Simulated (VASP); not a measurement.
# WSe2 (Fm-3m) in VASP: a series of runs

WSe2 is run at these levels: PBEsol, r2SCAN+rVV10; tasks: single point, relaxation of cell and atoms.

Program: VASP 6.6.1. These are calculated values, not measurements. Logs are shortened: lines on timing, memory, paths and dates and some standing lists are left out, and cuts for length are marked.

### Step 1. The cell of the first run

It takes space group Fm-3m (No. 225, cubic). Conventional cell: a = 6.131 Å, b = 6.131 Å, c = 6.131 Å, α = 90.00°, β = 90.00°, γ = 90.00°. Within 3.5 Å of W (site symmetry m-3m) lie 8 Se at 2.65 Å. Within 3.5 Å of Se (site symmetry -43m) lie 4 W at 2.65 Å and 6 Se at 3.07 Å.

### Step 2. Single point, PBEsol

INCAR reads:

```
PREC     = Accurate       # precision mode
ENCUT    = 520            # plane-wave cutoff, eV
EDIFF    = 1E-7           # SCF threshold, eV
ISMEAR   = -1             # smearing method
SIGMA    = 0.03           # smearing width, eV
LREAL    = F              # projectors in reciprocal space
LASPH    = T              # aspherical terms in the spheres
NELM     = 60             # most SCF steps
ALGO     = Normal         # electronic algorithm
ISIF     = 2              # what is computed and relaxed
LWAVE    = F              # write WAVECAR
LCHARG   = T              # write CHGCAR
GGA      = PS             # functional
LELF     = T              # ELF
LVHAR    = T            
NBANDS   = 20             # bands
```

KPOINTS reads:

```
Automatic mesh
0
Gamma
  6 6 6
```

POSCAR reads:

```
WSe2
1.0
    0.0000000000      3.0653528288      3.0653528288
    3.0653528288      0.0000000000      3.0653528288
    3.0653528288      3.0653528288      0.0000000000
W Se
1 2
Direct
    0.0000000000      0.0000000000      0.0000000000
    0.7500000000      0.7500000000      0.7500000000
    0.2500000000      0.2500000000      0.2500000000
```

Potentials or basis: VASP PAW PBE potentials, release 64 (W_sv, Se).

Command:

```bash
$ cat potpaw_PBE.64/W_sv/POTCAR potpaw_PBE.64/Se/POTCAR > POTCAR
$ mpirun -np 1 vasp_std > vasp.out
```

OUTCAR:

```text
PREC = Accurate
   ENCUT = 520
   EDIFF = 1E-7
   ISMEAR = -1
   LREAL = F
   LASPH = T
   NELM = 60
   ISIF = 2
   GGA = PS

 ion  position               nearest neighbor table
   1  0.000  0.000  0.000-   2 2.65   2 2.65   2 2.65   2 2.65   3 2.65   3 2.65   3 2.65   3 2.65

   2  0.750  0.750  0.750-   1 2.65   1 2.65   1 2.65   1 2.65
   3  0.250  0.250  0.250-   1 2.65   1 2.65   1 2.65   1 2.65

  LATTYP: Found a face centered cubic cell.
 ALAT       =     6.1307056576

  Lattice vectors:

 A1 = (   0.0000000000,   3.0653528288,   3.0653528288)
 A2 = (   3.0653528288,   0.0000000000,   3.0653528288)
 A3 = (   3.0653528288,   3.0653528288,   0.0000000000)

Analysis of symmetry for initial positions (statically):
=====================================================================
 Subroutine PRICEL returns:
 Original cell was already a primitive cell.

 Routine SETGRP: Setting up the symmetry group for a
 face centered cubic supercell.

 Subroutine GETGRP returns: Found 48 space group operations
 (whereof 48 operations were pure point group operations)
 out of a pool of 48 trial point group operations.

The static configuration has the point symmetry O_h .

Analysis of symmetry for dynamics (positions and initial velocities):
=====================================================================
 Subroutine PRICEL returns:
 Original cell was already a primitive cell.

 Routine SETGRP: Setting up the symmetry group for a
 face centered cubic supercell.

 Subroutine GETGRP returns: Found 48 space group operations
 (whereof 48 operations were pure point group operations)
 out of a pool of 48 trial point group operations.

The dynamic configuration has the point symmetry O_h .

 Subroutine INISYM returns: Found 48 space group operations
 (whereof 48 operations are pure point group operations),
 and found     1 'primitive' translations

----------------------------------------------------------------------------------------

                                     Primitive cell

  volume of cell :      57.6065

  direct lattice vectors                    reciprocal lattice vectors
     0.000000000  3.065352829  3.065352829    -0.163113360  0.163113360  0.163113360
     3.065352829  0.000000000  3.065352829     0.163113360 -0.163113360  0.163113360
     3.065352829  3.065352829  0.000000000     0.163113360  0.163113360 -0.163113360

  length of vectors
     4.335063544  4.335063544  4.335063544     0.282520627  0.282520627  0.282520627

  position of ions in fractional coordinates (direct lattice)
     0.000000000  0.000000000  0.000000000
     0.750000000  0.750000000  0.750000000
     0.250000000  0.250000000  0.250000000

  ion indices of the primitive-cell ions
   primitive index   ion index
                 1           1
                 2           2
                 3           3

----------------------------------------------------------------------------------------

 KPOINTS: Automatic mesh

Automatic generation of k-mesh.
 Grid dimensions read from file:
 generate k-points for:    6    6    6

 Generating k-lattice:

  Cartesian coordinates                     Fractional coordinates (reciprocal lattice)
    -0.027185560  0.027185560  0.027185560     0.166666667  0.000000000  0.000000000
     0.027185560 -0.027185560  0.027185560     0.000000000  0.166666667  0.000000000
     0.027185560  0.027185560 -0.027185560     0.000000000  0.000000000  0.166666667

  Length of vectors
     0.047086771  0.047086771  0.047086771

  Shift w.r.t. Gamma in fractional coordinates (k-lattice)
     0.000000000  0.000000000  0.000000000

 Subroutine IBZKPT returns following result:
 ===========================================

 Found     16 irreducible k-points:

 Following reciprocal coordinates:
            Coordinates               Weight
  0.000000  0.000000  0.000000      1.000000
  0.166667  0.000000  0.000000      8.000000
  0.333333  0.000000  0.000000      8.000000
  0.500000  0.000000  0.000000      4.000000
  0.166667  0.166667  0.000000      6.000000
  0.333333  0.166667  0.000000     24.000000
[... 8 lines left out ...]
 -0.333333  0.333333  0.166667     24.000000
 -0.333333  0.500000  0.166667     12.000000
   k-points           NKPTS =     16   k-points in BZ     NKDIM =     16   number of bands    NBANDS=     20
   number of dos      NEDOS =    301   number of ions     NIONS =      3
   total plane-waves  NPLWV =  32768
   dimension x,y,z NGX =    32 NGY =   32 NGZ =   32
   dimension x,y,z NGXF=    64 NGYF=   64 NGZF=   64
   ions per type =               1   2
   NGX,Y,Z   is equivalent  to a cutoff of  12.27, 12.27, 12.27 a.u.
   NGXF,Y,Z  is equivalent  to a cutoff of  24.54, 24.54, 24.54 a.u.
 SYSTEM =  unknown system
   PREC   = accura    normal or accurate (medium, high low for compatibility)
   ISTART =      0    job   : 0-new  1-cont  2-samecut
   ICHARG =      2    charge: 1-file 2-atom 10-const
   ISPIN  =      1    spin polarized calculation?
   LNONCOLLINEAR =      F non collinear calculations
   LSORBIT =      F    spin-orbit coupling
   LASPH  =      T    aspherical Exc in radial PAW
   ENCUT  =  520.0 eV  38.22 Ry    6.18 a.u.   8.06  8.06  8.06*2*pi/ulx,y,z
   NELM   =     60;   NELMIN=  2; NELMDL= -5     # of ELM steps
   EDIFF  = 0.1E-06   stopping-criterion for ELM
   LREAL  =      F    real-space projection
   EDIFFG = 0.1E-05   stopping-criterion for IOM
   NSW    =      0    number of steps for IOM
   IBRION =     -1    ionic relax: 0-MD 1-quasi-New 2-CG
   NFREE  =      0    steps in history (QN), initial steepest desc. (CG)
   ISIF   =      2    stress and relaxation
   ISYM   =      2    0-nonsym 1-usesym 2-fastsym
   POTIM  = 0.5000    time-step for ionic-motion
   TEBEG  =    0.0;   TEEND  =   0.0 temperature during run
   PSTRESS=    0.0 pullay stress
   NELECT =      26.0000    total number of electrons
   NUPDOWN=      -1.0000    fix difference up-down
   EMIN   =  10.00;   EMAX   =-10.00  energy-range for DOS
   EFERMI =   0.00;   METHOD = LEGACY
   ISMEAR =    -1;   SIGMA  =   0.03  broadening in eV -4-tet -1-fermi 0-gaus
   EFERMI_NEDOS =   21; number of points for ismear=-14 and -15
   IALGO  =     38    algorithm
   IMIX   =      4    mixing-type and parameters
     AMIX     =   0.40;   BMIX     =  1.00
     AMIX_MAG =   1.60;   BMIX_MAG =  1.00
  volume/ion in A,a.u.               =      19.20       129.58
  Fermi-wavevector in a.u.,A,eV,Ry     =   1.255766  2.373054 21.455692  1.576949
  Thomas-Fermi vector in A             =   2.389507
   LORBIT       =      0    0 simple, 1 ext, 2 COOP (PROOUT), +10 PAW based schemes
   GGA     = PS    functional components
   LHFCALC =     F    Hartree Fock is set to
   AEXX    =    0.0000 exact exchange contribution
   IVDW    =     0    specifies the selected vdW correction
   LEPSILON=     F    determine dielectric tensor
   LRPA    =     F    only Hartree local field effects (RPA)
 non-spin polarized calculation
  energy-cutoff  :      520.00
  volume of cell :       57.61
 maximum number of plane-waves:      1572
   NGX = 17   NGY = 17   NGZ = 17

 number of electron      26.0000002 magnetization

 Free energy of the ion-electron system (eV)
  ---------------------------------------------------
  ext. energy  EPLUGINS =         0.00000000
  ---------------------------------------------------
  free energy    TOTEN  =       -20.94218129 eV

  energy without entropy =      -20.92693063  energy(sigma->0) =      -20.93455596

 E-fermi :   6.9499     XC(G=0): -11.2683

 val. band max:        6.8729163817   @ k =   0.5000   0.3333   0.0000
 cond. band min:       6.9618300493   @ k =   0.1667   0.1667   0.0000
 fundamental gap:      0.0889136676
 Fermi energy:         6.9499325899

 k-point     1 :       0.0000    0.0000    0.0000
  band No.  band energies     occupation
      1     -67.1190      2.00000
      2     -31.3309      2.00000
      3     -31.3309      2.00000
      4     -31.3309      2.00000
      5      -8.8515      2.00000
      6      -4.3627      2.00000
[... 12 lines left out ...]
     19      11.5695      0.00000
     20      11.5695      0.00000

 k-point     2 :       0.1667    0.0000    0.0000
  band No.  band energies     occupation
      1     -67.1189      2.00000
      2     -31.3357      2.00000
      3     -31.3316      2.00000
      4     -31.3316      2.00000
      5      -8.5805      2.00000
      6      -4.8650      2.00000
[... 12 lines left out ...]
     19      12.7368      0.00000
     20      12.7368      0.00000

 k-point     3 :       0.3333    0.0000    0.0000
  band No.  band energies     occupation
      1     -67.1189      2.00000
      2     -31.3454      2.00000
      3     -31.3331      2.00000
      4     -31.3331      2.00000
      5      -7.8600      2.00000
      6      -5.8144      2.00000
[... 12 lines left out ...]
     19      14.4218      0.00000
     20      14.4218      0.00000

 k-point     4 :       0.5000    0.0000    0.0000
  band No.  band energies     occupation
      1     -67.1188      2.00000
      2     -31.3502      2.00000
      3     -31.3338      2.00000
      4     -31.3338      2.00000
      5      -7.1188      2.00000
      6      -6.5915      2.00000
[... 12 lines left out ...]
     19      14.2065      0.00000
     20      15.6500      0.00000

 k-point     5 :       0.1667    0.1667    0.0000
  band No.  band energies     occupation
      1     -67.1189      2.00000
      2     -31.3359      2.00000
      3     -31.3326      2.00000
      4     -31.3326      2.00000
      5      -8.4914      2.00000
      6      -4.9696      2.00000
[... 12 lines left out ...]
     19      12.8622      0.00000
     20      14.1112      0.00000
[... 169 lines left out ...]
      6      -6.1356      2.00000
[... 12 lines left out ...]
     19      14.2655      0.00000
     20      14.7962      0.00000

 k-point    14 :       0.5000    0.3333    0.1667
  band No.  band energies     occupation
      1     -67.1188      2.00000
      2     -31.3458      2.00000
      3     -31.3389      2.00000
      4     -31.3353      2.00000
      5      -7.3357      2.00000
      6      -6.0989      2.00000
[... 12 lines left out ...]
     19      14.1169      0.00000
     20      16.4017      0.00000

 k-point    15 :      -0.3333    0.3333    0.1667
  band No.  band energies     occupation
      1     -67.1187      2.00000
      2     -31.3462      2.00000
      3     -31.3417      2.00000
      4     -31.3363      2.00000
      5      -6.7336      2.00000
      6      -6.5871      2.00000
[... 12 lines left out ...]
     19      13.6689      0.00000
     20      16.4044      0.00000

 k-point    16 :      -0.3333    0.5000    0.1667
  band No.  band energies     occupation
      1     -67.1187      2.00000
      2     -31.3475      2.00000
      3     -31.3410      2.00000
      4     -31.3377      2.00000
      5      -6.7765      2.00000
      6      -6.3742      2.00000
[... 12 lines left out ...]
     19      14.1239      0.00000
     20      15.0397      0.00000

------------------------ aborting loop because EDIFF is reached ----------------------------------------

  FORCE on cell =-STRESS in cart. coord.  units (eV):
  Direction    XX          YY          ZZ          XY          YZ          ZX
  --------------------------------------------------------------------------------------
  -------------------------------------------------------------------------------------
  Total        0.1153529      0.1153529      0.1153529     -0.0000000      0.0000000      0.0000000
  in kB        3.2082469      3.2082469      3.2082469     -0.0000000      0.0000000      0.0000000
  external PRESSURE =       3.2082469 kB  Pullay stress =       0.0000000 kB

 VOLUME and BASIS-vectors are now :
 -----------------------------------------------------------------------------
  energy-cutoff  :      520.00
  volume of cell :       57.61
      direct lattice vectors                 reciprocal lattice vectors
     0.000000000  3.065352829  3.065352829    -0.163113360  0.163113360  0.163113360
     3.065352829  0.000000000  3.065352829     0.163113360 -0.163113360  0.163113360
     3.065352829  3.065352829  0.000000000     0.163113360  0.163113360 -0.163113360

 POSITION                                       TOTAL-FORCE (eV/Angst)
 -----------------------------------------------------------------------------------
      0.00000      0.00000      0.00000         0.000000      0.000000      0.000000
      4.59803      4.59803      4.59803        -0.000000     -0.000000      0.000000
      1.53268      1.53268      1.53268         0.000000      0.000000     -0.000000
 -----------------------------------------------------------------------------------
    total drift:                                0.000000     -0.000000      0.000000

  FREE ENERGIE OF THE ION-ELECTRON SYSTEM (eV)
  ---------------------------------------------------
  free  energy   TOTEN  =       -20.9421812910 eV

  energy  without entropy=      -20.9269306253  energy(sigma->0) =      -20.93455596
```

Wall time 43 s (1 thread of AMD EPYC 7R13, shared host); peak memory 0.15 GiB.

Results:

```
Free energy            : -20.9422 eV
Pressure               : 0.3 GPa
Band gap on the k mesh : zero (band 13 reaches 7.31 eV, above the bottom of band 14 at 6.53 eV)
```

Caveat: the PAW data sets were made with another functional, which shifts forces and pressure a little; spin-orbit coupling is left out, which moves the levels of the heavy elements.

### Step 3. Single point, r2SCAN+rVV10

This run uses another cell than the first one, of 19.52 Å³/atom, 1.017 times its volume.

POSCAR reads:

```
WSe2
1.0
    0.0000000000      3.0821475379      3.0821475379
    3.0821475379      0.0000000000      3.0821475379
    3.0821475379      3.0821475379      0.0000000000
W Se
1 2
Direct
    0.0000000000      0.0000000000      0.0000000000
    0.7500000000      0.7500000000      0.7500000000
    0.2500000000      0.2500000000      0.2500000000
```

INCAR.step1 reads:

```
PREC = Accurate
ENCUT = 520
ISMEAR = -1
SIGMA = 0.03
LREAL = F
LASPH = T
NELM = 80
NBANDS = 20
GGA = PE
ALGO = Normal
EDIFF = 1E-4
LWAVE = T
LCHARG = F
```

INCAR.step2 reads:

```
PREC = Accurate
ENCUT = 520
EDIFF = 1E-6
ISMEAR = -1
SIGMA = 0.03
LREAL = F
LASPH = T
NELM = 80
ALGO = Normal
ISIF = 2
LWAVE = F
LCHARG = F
METAGGA = R2SCAN
LMIXTAU = T
LUSE_VDW = T
IVDW_NL = 2
BPARAM = 11.95
CPARAM = 0.0093
NBANDS = 20
ISTART = 1
```

KPOINTS reads:

```
Automatic mesh
0
Gamma
  8 8 8
```

Potentials or basis: VASP PAW PBE potentials, release 64 (W_sv, Se).

Command:

```bash
$ cat potpaw_PBE.64/W_sv/POTCAR potpaw_PBE.64/Se/POTCAR > POTCAR
$ cp INCAR.step1 INCAR
$ mpirun -np 1 vasp_std > vasp.out
$ cp INCAR.step2 INCAR
$ mpirun -np 1 vasp_std > vasp.out
```

It took 4.7 min on 1 thread of AMD EPYC 7R13, shared host; peak memory 0.3 GiB.

It converged, with:

```yaml
Free_energy: -78.6647 eV
Pressure: -0.4 GPa
Band_gap_on_the_k_mesh: zero (band 13 reaches 7.23 eV, above the bottom of band 14 at 6.22 eV)
```

Levels at points of the mesh, in eV from the Fermi level:
| k point | band 11 | band 12 | band 13 | band 14 | band 15 | band 16 |
| --- | --- | --- | --- | --- | --- | --- |
| (0.00, 0.00, 0.00) | -0.84 | -0.57 | -0.57 | -0.57 | 4.58 | 4.58 |
| (0.50, 0.00, 0.00) | -3.25 | -3.25 | -0.37 | -0.37 | 1.77 | 4.42 |
| (0.50, 0.50, 0.00) | -2.46 | -1.19 | 0.12 | 1.25 | 1.89 | 3.96 |

Caveat: the PAW data sets were made with another functional, which shifts forces and pressure a little; spin-orbit coupling is left out, which moves the levels of the heavy elements.

### Step 4. Relaxation of cell and atoms, PBEsol

This run uses another cell than the first one, of 21.85 Å³/atom, 1.138 times its volume.

INCAR reads:

```
ALGO = Normal
EDIFF = 1E-6
EDIFFG = -0.01
ENCUT = 600
GGA = PS
IBRION = 2
ISIF = 3
ISMEAR = -1
LASPH = True
LCHARG = False
LREAL = False
LWAVE = False
NELM = 100
NSW = 100
PREC = Accurate
SIGMA = 0.03
```

KPOINTS reads:

```
k-points
0
Gamma
  6 6 6
```

POSCAR reads:

```
WSe2
1.0
    0.0000000000      3.2004351100      3.2004351100
    3.2004351100      0.0000000000      3.2004351100
    3.2004351100      3.2004351100      0.0000000000
W Se
1 2
Direct
    0.0000000000      0.0000000000      0.0000000000
    0.7500000000      0.7500000000      0.7500000000
    0.2500000000      0.2500000000      0.2500000000
```

Command:

```bash
$ cat potpaw_PBE.64/W_sv/POTCAR potpaw_PBE.64/Se/POTCAR > POTCAR
$ mpirun -np 1 vasp_std > vasp.out
```

It took 2.2 min on 1 thread of AMD EPYC 7R13, shared host; peak memory 0.19 GiB.

Results (log left out):

| Quantity | Value |
| --- | --- |
| Free energy | -20.9431 eV |
| Relaxed volume | 19.26 Å³/atom |
| Relaxed cell | a = 4.339 Å, b = 4.339 Å, c = 4.339 Å, α = 60.00°, β = 60.00°, γ = 60.00° |
| Space group after relaxing (to 0.05 Å) | Fm-3m (No. 225) |
| Energy gained by relaxing | 121.3 meV/atom |
| Ionic steps | 4 |
| Pressure after relaxing | -0.1 GPa |
| Band gap on the k mesh | zero (band 13 reaches 7.27 eV, above the bottom of band 14 at 6.50 eV) |

The path:
| step | energy change (eV) | largest force (eV/Å) | pressure (GPa) | volume (Å³) |
| --- | --- | --- | --- | --- |
| 1 | 0.0000 | 0.0000 | -13.31 | 65.56 |
| 2 | 0.2228 | 0.0000 | 27.11 | 49.80 |
| 3 | -0.3636 | 0.0000 | -0.43 | 57.93 |
| 4 | -0.3638 | 0.0000 | -0.07 | 57.77 |

Final structure:
```xyz
3
Lattice="0.0000 3.0683 3.0683 3.0683 0.0000 3.0683 3.0683 3.0683 0.0000" Properties=species:S:1:pos:R:3 pbc="T T T"
W     6.1366    6.1366    6.1366
Se    4.6025    4.6025    4.6025
Se    1.5342    1.5342    1.5342
```

Levels at points of the mesh, in eV from the Fermi level:
```csv
k point,band 11,band 12,band 13,band 14,band 15,band 16
"(0.00, 0.00, 0.00)",-0.88,-0.36,-0.36,-0.36,4.30,4.30
"(0.50, 0.00, 0.00)",-3.01,-3.01,-0.41,-0.41,1.64,4.35
"(0.50, 0.50, 0.00)",-2.33,-1.27,0.09,1.43,1.75,3.92
```

Caveat: the PAW data sets were made with another functional, which shifts forces and pressure a little; spin-orbit coupling is left out, which moves the levels of the heavy elements.

### Step 5. Summary

| task | level | cell | k mesh | cutoff (eV) | gap on the mesh (eV) | pressure (GPa) |
| --- | --- | --- | --- | --- | --- | --- |
| single point | PBEsol | a = 4.335 Å, angles 60.0°, 3 atoms | 6 × 6 × 6 | 520 | none | 0.3 |
| single point | r2SCAN+rVV10 | a = 4.359 Å, angles 60.0°, 3 atoms | 8 × 8 × 8 | 520 | none | -0.4 |
| relaxation of cell and atoms | PBEsol | relaxed from a = 4.526 Å, angles 60.0°, 3 atoms | 6 × 6 × 6 | 600 | none | -0.1 |

Alike in all rows: potentials or basis VASP PAW PBE potentials, release 64 (W_sv, Se); no spin polarisation; smearing fermi-dirac 0.03 eV.

Caveats: the PAW data sets were made with another functional, which shifts forces and pressure a little; spin-orbit coupling is left out, which moves the levels of the heavy elements.

Absolute energies hang on the potentials; compare differences alone.
